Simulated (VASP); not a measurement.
# HF in VASP: notebook

Runs on HF. Level: PBE+D3(BJ). Tasks: single point.

All numbers are computed with VASP 6.6.1; they aren't measurements. Logs are shortened: lines on timing, memory, paths and dates and some standing lists are left out, and cuts for length are marked.

## (1) The cell of the first run

The cell holds an amorphous packing of atoms, 12 atoms: a = 5.684 Å, b = 5.684 Å, c = 5.684 Å, α = 90.00°, β = 90.00°, γ = 90.00°.

## (2) Single point, PBE+D3(BJ)

Contents of INCAR:

```
SYSTEM = HF
PREC = Accurate
ENCUT = 910
EDIFF = 1E-6
ISMEAR = -1
SIGMA = 0.05
LREAL = .FALSE.
LASPH = .TRUE.
NELM = 120
ALGO = Normal
ISIF = 2
LWAVE = .FALSE.
LCHARG = .TRUE.
GGA = PE
IVDW = 12
LELF = .TRUE.
LVHAR = .TRUE.
NBANDS = 36
GGA_COMPAT = .FALSE.
```

Contents of KPOINTS:

```
regular mesh
0
G
  1 1 1
  0 0 0
```

Contents of POSCAR:

```
HF
1.0
    5.6836090000      0.0000000000      0.0000000000
    0.0000000000      5.6836090000      0.0000000000
    0.0000000000      0.0000000000      5.6836090000
F H
6 6
Direct
    0.5587646863      0.1799912696      0.6890516220
    0.3080437096      0.8953114122      0.3558302480
    1.0456736204      0.7041300695      0.6648416525
    0.0013019896      0.3445522027      0.3305822058
    0.1952104728      1.0006142224      0.9644576184
    0.3809551290      0.5144970388      0.9756476915
    0.5666118130      0.0330599800      0.7539399702
    0.2522340998      0.8933936166      0.1930287604
    1.1407188637      0.7860850386      0.5463781903
   -0.0847172985      0.3724218186      0.4672911173
    0.1576990958      0.8917925213      0.8422289429
    0.4995241580      0.4325948530      0.9000619149
```

Potentials or basis: VASP PAW PBE potentials, release 64 (F_h, H_h).

The run is started by

```bash
$ cat potpaw_PBE.64/F_h/POTCAR potpaw_PBE.64/H_h/POTCAR > POTCAR
$ mpirun -np 1 vasp_gam > vasp.out
```

OUTCAR:

```text
SYSTEM = HF
   PREC = Accurate
   ENCUT = 910
   EDIFF = 1E-6
   ISMEAR = -1
   LREAL = .FALSE.
   LASPH = .TRUE.
   NELM = 120
   ISIF = 2
   GGA = PE
   IVDW = 12
 IVDW          = 12

 ion  position               nearest neighbor table
   1  0.559  0.180  0.689-   7 0.91
   2  0.308  0.895  0.356-   8 0.98
   3  0.046  0.704  0.665-   9 0.98
   4  0.001  0.345  0.331-  10 0.93
   5  0.195  0.001  0.964-  11 0.95
   6  0.381  0.514  0.976-  12 0.92
   7  0.567  0.033  0.754-   1 0.91
   8  0.252  0.893  0.193-   2 0.98
   9  0.141  0.786  0.546-   3 0.98
  10  0.915  0.372  0.467-   4 0.93
  11  0.158  0.892  0.842-   5 0.95
  12  0.500  0.433  0.900-   6 0.92

  LATTYP: Found a simple cubic cell.
 ALAT       =     5.6836090000

  Lattice vectors:

 A1 = (   5.6836090000,   0.0000000000,   0.0000000000)
 A2 = (   0.0000000000,   5.6836090000,   0.0000000000)
 A3 = (   0.0000000000,   0.0000000000,   5.6836090000)

Analysis of symmetry for initial positions (statically):
=====================================================================
 Subroutine PRICEL returns:
 Original cell was already a primitive cell.

 Routine SETGRP: Setting up the symmetry group for a
 simple cubic supercell.

 Subroutine GETGRP returns: Found  1 space group operations
 (whereof  1 operations were pure point group operations)
 out of a pool of 48 trial point group operations.

The static configuration has the point symmetry C_1 .

Analysis of symmetry for dynamics (positions and initial velocities):
=====================================================================
 Subroutine PRICEL returns:
 Original cell was already a primitive cell.

 Routine SETGRP: Setting up the symmetry group for a
 simple cubic supercell.

 Subroutine GETGRP returns: Found  1 space group operations
 (whereof  1 operations were pure point group operations)
 out of a pool of 48 trial point group operations.

The dynamic configuration has the point symmetry C_1 .

 Subroutine INISYM returns: Found  1 space group operations
 (whereof  1 operations are pure point group operations),
 and found     1 'primitive' translations

----------------------------------------------------------------------------------------

                                     Primitive cell

  volume of cell :     183.6000

  direct lattice vectors                    reciprocal lattice vectors
     5.683609000  0.000000000  0.000000000     0.175944545  0.000000000  0.000000000
     0.000000000  5.683609000  0.000000000     0.000000000  0.175944545  0.000000000
     0.000000000  0.000000000  5.683609000     0.000000000  0.000000000  0.175944545

  length of vectors
     5.683609000  5.683609000  5.683609000     0.175944545  0.175944545  0.175944545

  position of ions in fractional coordinates (direct lattice)
     0.558764686  0.179991270  0.689051622
     0.308043710  0.895311412  0.355830248
     0.045673620  0.704130070  0.664841653
     0.001301990  0.344552203  0.330582206
     0.195210473  0.000614222  0.964457618
     0.380955129  0.514497039  0.975647692
     0.566611813  0.033059980  0.753939970
     0.252234100  0.893393617  0.193028760
     0.140718864  0.786085039  0.546378190
     0.915282701  0.372421819  0.467291117
     0.157699096  0.891792521  0.842228943
     0.499524158  0.432594853  0.900061915

  ion indices of the primitive-cell ions
   primitive index   ion index
                 1           1
                 2           2
                 3           3
                 4           4
                 5           5
                 6           6
                 7           7
                 8           8
                 9           9
                10          10
                11          11
                12          12

----------------------------------------------------------------------------------------

 KPOINTS: regular mesh

Automatic generation of k-mesh.
 Grid dimensions read from file:
 generate k-points for:    1    1    1

 Generating k-lattice:

  Cartesian coordinates                     Fractional coordinates (reciprocal lattice)
     0.175944545  0.000000000  0.000000000     1.000000000  0.000000000  0.000000000
     0.000000000  0.175944545  0.000000000     0.000000000  1.000000000  0.000000000
     0.000000000  0.000000000  0.175944545     0.000000000  0.000000000  1.000000000

  Length of vectors
     0.175944545  0.175944545  0.175944545

  Shift w.r.t. Gamma in fractional coordinates (k-lattice)
     0.000000000  0.000000000  0.000000000

 Subroutine IBZKPT returns following result:
 ===========================================

 Found      1 irreducible k-points:

 Following reciprocal coordinates:
            Coordinates               Weight
  0.000000  0.000000  0.000000      1.000000
   k-points           NKPTS =      1   k-points in BZ     NKDIM =      1   number of bands    NBANDS=     36
   number of dos      NEDOS =    301   number of ions     NIONS =     12
   total plane-waves  NPLWV = 175616
   dimension x,y,z NGX =    56 NGY =   56 NGZ =   56
   dimension x,y,z NGXF=   112 NGYF=  112 NGZF=  112
   ions per type =               6   6
   NGX,Y,Z   is equivalent  to a cutoff of  16.38, 16.38, 16.38 a.u.
   NGXF,Y,Z  is equivalent  to a cutoff of  32.76, 32.76, 32.76 a.u.
 SYSTEM =  HF
   PREC   = accura    normal or accurate (medium, high low for compatibility)
   ISTART =      0    job   : 0-new  1-cont  2-samecut
   ICHARG =      2    charge: 1-file 2-atom 10-const
   ISPIN  =      1    spin polarized calculation?
   LNONCOLLINEAR =      F non collinear calculations
   LSORBIT =      F    spin-orbit coupling
   LASPH  =      T    aspherical Exc in radial PAW
   ENCUT  =  910.0 eV  66.88 Ry    8.18 a.u.  13.98 13.98 13.98*2*pi/ulx,y,z
   NELM   =    120;   NELMIN=  2; NELMDL= -5     # of ELM steps
   EDIFF  = 0.1E-05   stopping-criterion for ELM
   LREAL  =      F    real-space projection
   EDIFFG = 0.1E-04   stopping-criterion for IOM
   NSW    =      0    number of steps for IOM
   IBRION =     -1    ionic relax: 0-MD 1-quasi-New 2-CG
   NFREE  =      0    steps in history (QN), initial steepest desc. (CG)
   ISIF   =      2    stress and relaxation
   ISYM   =      2    0-nonsym 1-usesym 2-fastsym
   POTIM  = 0.5000    time-step for ionic-motion
   TEBEG  =    0.0;   TEEND  =   0.0 temperature during run
   PSTRESS=    0.0 pullay stress
   NELECT =      48.0000    total number of electrons
   NUPDOWN=      -1.0000    fix difference up-down
   EMIN   =  10.00;   EMAX   =-10.00  energy-range for DOS
   EFERMI =   0.00;   METHOD = LEGACY
   ISMEAR =    -1;   SIGMA  =   0.05  broadening in eV -4-tet -1-fermi 0-gaus
   EFERMI_NEDOS =   21; number of points for ismear=-14 and -15
   IALGO  =     38    algorithm
   IMIX   =      4    mixing-type and parameters
     AMIX     =   0.40;   BMIX     =  1.00
     AMIX_MAG =   1.60;   BMIX_MAG =  1.00
  volume/ion in A,a.u.               =      15.30       103.25
  Fermi-wavevector in a.u.,A,eV,Ry     =   1.046802  1.978168 14.909177  1.095794
  Thomas-Fermi vector in A             =   2.181655
   LORBIT       =      0    0 simple, 1 ext, 2 COOP (PROOUT), +10 PAW based schemes
   GGA     = PE    functional components
   LHFCALC =     F    Hartree Fock is set to
   AEXX    =    0.0000 exact exchange contribution
   IVDW    =    12    specifies the selected vdW correction
   LEPSILON=     F    determine dielectric tensor
   LRPA    =     F    only Hartree local field effects (RPA)
 non-spin polarized calculation
  energy-cutoff  :      910.00
  volume of cell :      183.60
 maximum number of plane-waves:      5730
 NGX is ok and might be reduce to    54
   NGX = 27   NGY = 27   NGZ = 27

 number of electron      48.0000004 magnetization

 Free energy of the ion-electron system (eV)
  ---------------------------------------------------
  ext. energy  EPLUGINS =         0.00000000
  ---------------------------------------------------
  free energy    TOTEN  =       -48.91316605 eV

  energy without entropy =      -48.91316605  energy(sigma->0) =      -48.91316605

 E-fermi :  -5.0442     XC(G=0):  -5.9327

 val. band max:       -6.2654225881   @ k =   0.0000   0.0000   0.0000
 cond. band min:       0.2391709381   @ k =   0.0000   0.0000   0.0000
 fundamental gap:      6.5045935263
 Fermi energy:        -5.0442013705

 k-point     1 :       0.0000    0.0000    0.0000
  band No.  band energies     occupation
      1     -28.3386      2.00000
      2     -28.1287      2.00000
      3     -27.5932      2.00000
      4     -27.0707      2.00000
      5     -26.8949      2.00000
      6     -26.7355      2.00000
      7     -12.3345      2.00000
      8     -11.6203      2.00000
      9     -11.3308      2.00000
     10     -10.4377      2.00000
     11     -10.1337      2.00000
     12     -10.1143      2.00000
     13      -8.0814      2.00000
     14      -7.9026      2.00000
     15      -7.8133      2.00000
     16      -7.6848      2.00000
     17      -7.4897      2.00000
     18      -7.4244      2.00000
     19      -7.1192      2.00000
     20      -6.9681      2.00000
     21      -6.4884      2.00000
     22      -6.3879      2.00000
     23      -6.3124      2.00000
     24      -6.2654      2.00000
     25       0.2392      0.00000
     26       3.8744      0.00000
     27       4.4075      0.00000
     28       4.9340      0.00000
     29       5.2896      0.00000
     30       5.4553      0.00000
     31       5.9987      0.00000
     32       7.0584      0.00000
     33       7.6188      0.00000
     34       7.8170      0.00000
     35       8.2025      0.00000
     36       8.7339      0.00000

------------------------ aborting loop because EDIFF is reached ----------------------------------------

 Edisp (eV)   -0.24734

 E8    (eV) :    -0.0495

  FORCE on cell =-STRESS in cart. coord.  units (eV):
  Direction    XX          YY          ZZ          XY          YZ          ZX
  --------------------------------------------------------------------------------------
  -------------------------------------------------------------------------------------
  Total      -0.02589     0.61738     1.42233    -0.89536     0.48160     0.23358
  in kB      -0.22595     5.38753    12.41190    -7.81328     4.20266     2.03836
  external pressure =        5.86 kB  Pullay stress =        0.00 kB

 VOLUME and BASIS-vectors are now :
 -----------------------------------------------------------------------------
  energy-cutoff  :      910.00
  volume of cell :      183.60
      direct lattice vectors                 reciprocal lattice vectors
     5.683609000  0.000000000  0.000000000     0.175944545  0.000000000  0.000000000
     0.000000000  5.683609000  0.000000000     0.000000000  0.175944545  0.000000000
     0.000000000  0.000000000  5.683609000     0.000000000  0.000000000  0.175944545

 POSITION                                       TOTAL-FORCE (eV/Angst)
 -----------------------------------------------------------------------------------
      3.17580      1.02300      3.91630         0.280405      1.285762     -0.542347
      1.75080      5.08860      2.02240        -0.151583     -0.488284      0.361743
      0.25959      4.00200      3.77870         0.332796      0.817907     -0.071338
      0.00740      1.95830      1.87890        -0.048316     -0.095352     -0.158531
      1.10950      0.00349      5.48160         0.019315      0.285968     -0.057747
      2.16520      2.92420      5.54520        -0.289708      0.661775      0.435548
      3.22040      0.18790      4.28510         0.048469     -1.107612      0.542455
      1.43360      5.07770      1.09710         0.145514      0.322812      0.356087
      0.79979      4.46780      3.10540        -0.120754     -0.490813     -0.616643
      5.20211      2.11670      2.65590        -0.036147      0.053660      0.124035
      0.89630      5.06860      4.78690        -0.532047     -0.611014      0.033728
      2.83910      2.45870      5.11560         0.352056     -0.634812     -0.406991
 -----------------------------------------------------------------------------------
    total drift:                                0.000430     -0.000577     -0.002896

  FREE ENERGIE OF THE ION-ELECTRON SYSTEM (eV)
  ---------------------------------------------------
  free  energy   TOTEN  =       -49.1605024267 eV

  energy  without entropy=      -49.1605024266  energy(sigma->0) =      -49.16050243
```

Run time: 20 s. Hardware: 1 thread of Intel Xeon 6975P-C (Granite Rapids), shared host; peak memory 0.38 GiB.

What came out:

| Item | Value |
| --- | --- |
| Free energy | -49.1605 eV |
| Pressure | 0.6 GPa |
| Largest force | 1.423 eV/Å |
| Band gap on the k mesh | 6.50 eV |
| Dispersion energy per atom | -0.021 eV |

Forces on the atoms (eV/Å):
```
F    0.280  1.286 -0.542
F   -0.152 -0.488  0.362
F    0.333  0.818 -0.071
F   -0.048 -0.095 -0.159
F    0.019  0.286 -0.058
F   -0.290  0.662  0.436
H    0.048 -1.108  0.542
H    0.146  0.323  0.356
H   -0.121 -0.491 -0.617
H   -0.036  0.054  0.124
H   -0.532 -0.611  0.034
H    0.352 -0.635 -0.407
```

Caveat: the k points lie up to 1.11 Å⁻¹ apart; the cutoff is under 1.25 times the usual one of these potentials, so pressure, stress and relaxed cells hold a basis-set (Pulay) error.

(Continued in part 2 of 2.)
